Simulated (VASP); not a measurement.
# TaPAu3 (P6_3/mmc) in VASP: a series of runs

Runs on TaPAu3. Level: PBE. Tasks: single point, relaxation of cell and atoms.

Everything below comes from runs of VASP 6.6.1. Logs are shortened: lines on timing, memory, paths and dates and some standing lists are left out, and cuts for length are marked.

### 1 The cell of the first run

The structure is hexagonal, space group P6_3/mmc (No. 194). Conventional cell: a = 6.851 Å, b = 6.851 Å, c = 4.567 Å, α = 90.00°, β = 90.00°, γ = 120.00°. Ta (site symmetry -6m2) has 12 Au at 2.81 to 3.44 Å within 3.7 Å. Within 3.0 Å of P (site symmetry -3m) lie 2 P at 2.28 Å and 6 Au at 2.58 Å. Au (site symmetry mm2) has 2 P at 2.58 Å and 4 Ta at 2.81 to 3.44 Å and 6 Au at 2.84 to 3.25 Å within 3.5 Å.

### 2 Single point, PBE

The input, INCAR:

```
PREC = Accurate ; ENCUT = 520
EDIFF = 1E-6 ; ISMEAR = 0
SIGMA = 0.1 ; LREAL = False
LASPH = True ; NELM = 60
ALGO = Normal ; ISIF = 2
LWAVE = False ; LCHARG = False
GGA = PE ; NBANDS = 60
```

The input, KPOINTS:

```
Automatic mesh
0
Gamma
  3 3 4
```

The input, POSCAR:

```
TaPAu3
1.0
    6.8513429989      0.0000000000      0.0000000000
   -3.4256714994      5.9334370871      0.0000000000
    0.0000000000      0.0000000000      4.5674381478
Ta P Au
2 2 6
Direct
    0.3333333333      0.6666666667      0.7500000000
    0.6666666667      0.3333333333      0.2500000000
    0.0000000000      0.0000000000      0.5000000000
    0.0000000000      0.0000000000      0.0000000000
    0.1953430453      0.3906860906      0.2500000000
    0.8046569547      0.1953430453      0.7500000000
    0.8046569547      0.6093139094      0.7500000000
    0.1953430453      0.8046569547      0.2500000000
    0.6093139094      0.8046569547      0.2500000000
    0.3906860906      0.1953430453      0.7500000000
```

Potentials or basis: VASP PAW PBE potentials, release 64 (Ta_pv, P, Au).

Run with:

```bash
> cat potpaw_PBE.64/Ta_pv/POTCAR potpaw_PBE.64/P/POTCAR potpaw_PBE.64/Au/POTCAR > POTCAR
> mpirun -np 1 vasp_std > vasp.out
```

OUTCAR:

```text
PREC = Accurate
   ENCUT = 520
   EDIFF = 1E-6
   ISMEAR = 0
   LREAL = False
   LASPH = True
   NELM = 60
   ISIF = 2
   GGA = PE

 ion  position               nearest neighbor table
   1  0.333  0.667  0.750-   8 2.81   8 2.81   5 2.81   5 2.81   9 2.81   9 2.81  10 3.44   7 3.44
                             6 3.44   6 3.44  10 3.44   7 3.44
   2  0.667  0.333  0.250-   6 2.81   6 2.81   7 2.81   7 2.81  10 2.81  10 2.81   9 3.44   5 3.44
                             8 3.44   8 3.44   9 3.44   5 3.44
   3  0.000  0.000  0.500-   4 2.28   4 2.28   8 2.58   6 2.58   5 2.58   7 2.58  10 2.58   9 2.58

   4  0.000  0.000  0.000-   3 2.28   3 2.28   8 2.58   6 2.58   5 2.58   7 2.58  10 2.58   9 2.58

   5  0.195  0.391  0.250-   3 2.58   4 2.58   1 2.81   1 2.81   8 2.84   9 2.84  10 3.25  10 3.25
                             6 3.25   6 3.25   2 3.44   2 3.44
   6  0.805  0.195  0.750-   3 2.58   4 2.58   2 2.81   2 2.81   7 2.84  10 2.84   9 3.25   9 3.25
                             5 3.25   5 3.25   1 3.44   1 3.44
   7  0.805  0.609  0.750-   3 2.58   4 2.58   2 2.81   2 2.81   6 2.84  10 2.84   9 3.25   9 3.25
                             8 3.25   8 3.25   1 3.44   1 3.44
   8  0.195  0.805  0.250-   3 2.58   4 2.58   1 2.81   1 2.81   5 2.84   9 2.84  10 3.25  10 3.25
                             7 3.25   7 3.25   2 3.44   2 3.44
   9  0.609  0.805  0.250-   3 2.58   4 2.58   1 2.81   1 2.81   8 2.84   5 2.84   7 3.25   7 3.25
                             6 3.25   6 3.25   2 3.44   2 3.44
  10  0.391  0.195  0.750-   3 2.58   4 2.58   2 2.81   2 2.81   6 2.84   7 2.84   5 3.25   5 3.25
                             8 3.25   8 3.25   1 3.44   1 3.44

  LATTYP: Found a hexagonal cell.
 ALAT       =     6.8513429989
 C/A-ratio  =     0.6666485897

  Lattice vectors:

 A1 = (   6.8513429989,   0.0000000000,   0.0000000000)
 A2 = (  -3.4256714994,   5.9334370871,   0.0000000000)
 A3 = (   0.0000000000,   0.0000000000,   4.5674381478)

Analysis of symmetry for initial positions (statically):
=====================================================================
 Subroutine PRICEL returns:
 Original cell was already a primitive cell.

 Routine SETGRP: Setting up the symmetry group for a
 hexagonal supercell.

 Subroutine GETGRP returns: Found 24 space group operations
 (whereof 12 operations were pure point group operations)
 out of a pool of 24 trial point group operations.

The static configuration has the point symmetry D_3d.
 The point group associated with its full space group is D_6h.

Analysis of symmetry for dynamics (positions and initial velocities):
=====================================================================
 Subroutine PRICEL returns:
 Original cell was already a primitive cell.

 Routine SETGRP: Setting up the symmetry group for a
 hexagonal supercell.

 Subroutine GETGRP returns: Found 24 space group operations
 (whereof 12 operations were pure point group operations)
 out of a pool of 24 trial point group operations.

The dynamic configuration has the point symmetry D_3d.
 The point group associated with its full space group is D_6h.

 Subroutine INISYM returns: Found 24 space group operations
 (whereof 12 operations are pure point group operations),
 and found     1 'primitive' translations

----------------------------------------------------------------------------------------

                                     Primitive cell

  volume of cell :     185.6756

  direct lattice vectors                    reciprocal lattice vectors
     6.851342999  0.000000000  0.000000000     0.145956785  0.084268189  0.000000000
    -3.425671499  5.933437087  0.000000000     0.000000000  0.168536379  0.000000000
     0.000000000  0.000000000  4.567438148     0.000000000  0.000000000  0.218941115

  length of vectors
     6.851342999  6.851342999  4.567438148     0.168536379  0.168536379  0.218941115

  position of ions in fractional coordinates (direct lattice)
     0.333333333  0.666666667  0.750000000
     0.666666667  0.333333333  0.250000000
     0.000000000  0.000000000  0.500000000
     0.000000000  0.000000000  0.000000000
     0.195343045  0.390686091  0.250000000
     0.804656955  0.195343045  0.750000000
     0.804656955  0.609313909  0.750000000
     0.195343045  0.804656955  0.250000000
     0.609313909  0.804656955  0.250000000
     0.390686091  0.195343045  0.750000000

  ion indices of the primitive-cell ions
   primitive index   ion index
                 1           1
                 2           2
                 3           3
                 4           4
                 5           5
                 6           6
                 7           7
                 8           8
                 9           9
                10          10

----------------------------------------------------------------------------------------

 KPOINTS: Automatic mesh

Automatic generation of k-mesh.
 Grid dimensions read from file:
 generate k-points for:    3    3    4

 Generating k-lattice:

  Cartesian coordinates                     Fractional coordinates (reciprocal lattice)
     0.048652262  0.028089396  0.000000000     0.333333333  0.000000000  0.000000000
     0.000000000  0.056178793  0.000000000     0.000000000  0.333333333  0.000000000
     0.000000000  0.000000000  0.054735279     0.000000000  0.000000000  0.250000000

  Length of vectors
     0.056178793  0.056178793  0.054735279

  Shift w.r.t. Gamma in fractional coordinates (k-lattice)
     0.000000000  0.000000000  0.000000000

 Subroutine IBZKPT returns following result:
 ===========================================

 Found      9 irreducible k-points:

 Following reciprocal coordinates:
            Coordinates               Weight
  0.000000  0.000000  0.000000      1.000000
  0.333333  0.000000  0.000000      6.000000
  0.333333  0.333333  0.000000      2.000000
  0.000000  0.000000  0.250000      2.000000
  0.333333  0.000000  0.250000     12.000000
  0.333333  0.333333  0.250000      4.000000
  0.000000  0.000000  0.500000      1.000000
  0.333333  0.000000  0.500000      6.000000
  0.333333  0.333333  0.500000      2.000000
   k-points           NKPTS =      9   k-points in BZ     NKDIM =      9   number of bands    NBANDS=     60
   number of dos      NEDOS =    301   number of ions     NIONS =     10
   total plane-waves  NPLWV = 104976
   dimension x,y,z NGX =    54 NGY =   54 NGZ =   36
   dimension x,y,z NGXF=   108 NGYF=  108 NGZF=   72
   ions per type =               2   2   6
   NGX,Y,Z   is equivalent  to a cutoff of  13.10, 13.10, 13.10 a.u.
   NGXF,Y,Z  is equivalent  to a cutoff of  26.21, 26.21, 26.21 a.u.
 SYSTEM =  unknown system
   PREC   = accura    normal or accurate (medium, high low for compatibility)
   ISTART =      0    job   : 0-new  1-cont  2-samecut
   ICHARG =      2    charge: 1-file 2-atom 10-const
   ISPIN  =      1    spin polarized calculation?
   LNONCOLLINEAR =      F non collinear calculations
   LSORBIT =      F    spin-orbit coupling
   LASPH  =      T    aspherical Exc in radial PAW
   ENCUT  =  520.0 eV  38.22 Ry    6.18 a.u.  12.74 12.74  8.49*2*pi/ulx,y,z
   NELM   =     60;   NELMIN=  2; NELMDL= -5     # of ELM steps
   EDIFF  = 0.1E-05   stopping-criterion for ELM
   LREAL  =      F    real-space projection
   EDIFFG = 0.1E-04   stopping-criterion for IOM
   NSW    =      0    number of steps for IOM
   IBRION =     -1    ionic relax: 0-MD 1-quasi-New 2-CG
   NFREE  =      0    steps in history (QN), initial steepest desc. (CG)
   ISIF   =      2    stress and relaxation
   ISYM   =      2    0-nonsym 1-usesym 2-fastsym
   POTIM  = 0.5000    time-step for ionic-motion
   TEBEG  =    0.0;   TEEND  =   0.0 temperature during run
   PSTRESS=    0.0 pullay stress
   NELECT =      98.0000    total number of electrons
   NUPDOWN=      -1.0000    fix difference up-down
   EMIN   =  10.00;   EMAX   =-10.00  energy-range for DOS
   EFERMI =   0.00;   METHOD = LEGACY
   ISMEAR =     0;   SIGMA  =   0.10  broadening in eV -4-tet -1-fermi 0-gaus
   EFERMI_NEDOS =   21; number of points for ismear=-14 and -15
   IALGO  =     38    algorithm
   IMIX   =      4    mixing-type and parameters
     AMIX     =   0.40;   BMIX     =  1.00
     AMIX_MAG =   1.60;   BMIX_MAG =  1.00
  volume/ion in A,a.u.               =      18.57       125.30
  Fermi-wavevector in a.u.,A,eV,Ry     =   1.323017  2.500139 23.815268  1.750373
  Thomas-Fermi vector in A             =   2.452655
   LORBIT       =      0    0 simple, 1 ext, 2 COOP (PROOUT), +10 PAW based schemes
   GGA     = PE    functional components
   LHFCALC =     F    Hartree Fock is set to
   AEXX    =    0.0000 exact exchange contribution
   IVDW    =     0    specifies the selected vdW correction
   LEPSILON=     F    determine dielectric tensor
   LRPA    =     F    only Hartree local field effects (RPA)
 non-spin polarized calculation
 Gauss-broadening in eV      SIGMA  =   0.10
  energy-cutoff  :      520.00
  volume of cell :      185.68
 maximum number of plane-waves:      5027
 NGX is ok and might be reduce to    54
   NGX = 25   NGY = 25   NGZ = 17

 number of electron      98.0000010 magnetization

 Free energy of the ion-electron system (eV)
  ---------------------------------------------------
  ext. energy  EPLUGINS =         0.00000000
  ---------------------------------------------------
  free energy    TOTEN  =       -48.87043259 eV

  energy without entropy =      -48.81684545  energy(sigma->0) =      -48.84363902

 E-fermi :   8.0888     XC(G=0): -11.8323

 val. band max:        8.0704967251   @ k =   0.3333   0.0000   0.2500
 cond. band min:       8.0899608053   @ k =   0.3333   0.0000   0.5000
 fundamental gap:      0.0194640802
 Fermi energy:         8.0888232693

 k-point     1 :       0.0000    0.0000    0.0000
  band No.  band energies     occupation
      1     -27.6746      2.00000
      2     -27.6746      2.00000
      3     -27.6714      2.00000
      4     -27.6714      2.00000
      5     -27.5924      2.00000
      6     -27.5904      2.00000
[... 556 lines left out ...]
     59      10.6710      0.00000
     60      10.6710      0.00000

------------------------ aborting loop because EDIFF is reached ----------------------------------------

  FORCE on cell =-STRESS in cart. coord.  units (eV):
  Direction    XX          YY          ZZ          XY          YZ          ZX
  --------------------------------------------------------------------------------------
  -------------------------------------------------------------------------------------
  Total        0.0455973      0.0455973     -0.1710195      0.0000000     -0.0000000      0.0000000
  in kB        0.3934551      0.3934551     -1.4757120      0.0000000     -0.0000000      0.0000000
  external PRESSURE =      -0.2296006 kB  Pullay stress =       0.0000000 kB

 VOLUME and BASIS-vectors are now :
 -----------------------------------------------------------------------------
  energy-cutoff  :      520.00
  volume of cell :      185.68
      direct lattice vectors                 reciprocal lattice vectors
     6.851342999  0.000000000  0.000000000     0.145956785  0.084268189  0.000000000
    -3.425671499  5.933437087  0.000000000     0.000000000  0.168536379  0.000000000
     0.000000000  0.000000000  4.567438148     0.000000000  0.000000000  0.218941115

 POSITION                                       TOTAL-FORCE (eV/Angst)
 -----------------------------------------------------------------------------------
     -0.00000      3.95562      3.42558         0.000000      0.000000      0.000000
      3.42567      1.97781      1.14186         0.000000      0.000000      0.000000
      0.00000      0.00000      2.28372         0.000000      0.000000      0.000000
      0.00000      0.00000      0.00000         0.000000      0.000000      0.000000
      0.00000      2.31811      1.14186         0.000000      0.000682      0.000000
      4.84380      1.15906      3.42558        -0.000591      0.000341      0.000000
      3.42567      3.61533      3.42558        -0.000000     -0.000682     -0.000000
     -1.41813      4.77438      1.14186         0.000591     -0.000341      0.000000
      1.41813      4.77438      1.14186        -0.000591     -0.000341     -0.000000
      2.00754      1.15906      3.42558         0.000591      0.000341      0.000000
 -----------------------------------------------------------------------------------
    total drift:                               -0.000000      0.000000      0.000000

  FREE ENERGIE OF THE ION-ELECTRON SYSTEM (eV)
  ---------------------------------------------------
  free  energy   TOTEN  =       -48.8704325873 eV

  energy  without entropy=      -48.8168454508  energy(sigma->0) =      -48.84363902
```

Wall time 1.9 min (1 thread of Intel Xeon Platinum 8488C (Sapphire Rapids), shared host); peak memory 0.35 GiB.

What came out:

```
Free energy            : -48.8704 eV
Pressure               : 0.0 GPa
Band gap on the k mesh : zero (bands 49 and 50 overlap by 0.81 eV)
```

Levels at points of the mesh, in eV from the Fermi level:
```tsv
k point	band 45	band 46	band 47	band 48	band 49	band 50	band 51	band 52	band 53	band 54
(0.00, 0.00, 0.00)	-2.82	-1.19	-1.19	0.59	0.59	0.63	0.63	0.71	1.06	1.06
(0.00, 0.00, 0.50)	-1.20	-1.20	-1.20	-1.20	-0.19	-0.19	0.68	0.68	0.83	0.83
```

Caveat: spin-orbit coupling is left out, which moves the levels of the heavy elements.

[end of part 1 of 2]

The gap in the log of VASP goes by the Fermi energy; the results here count the filled bands.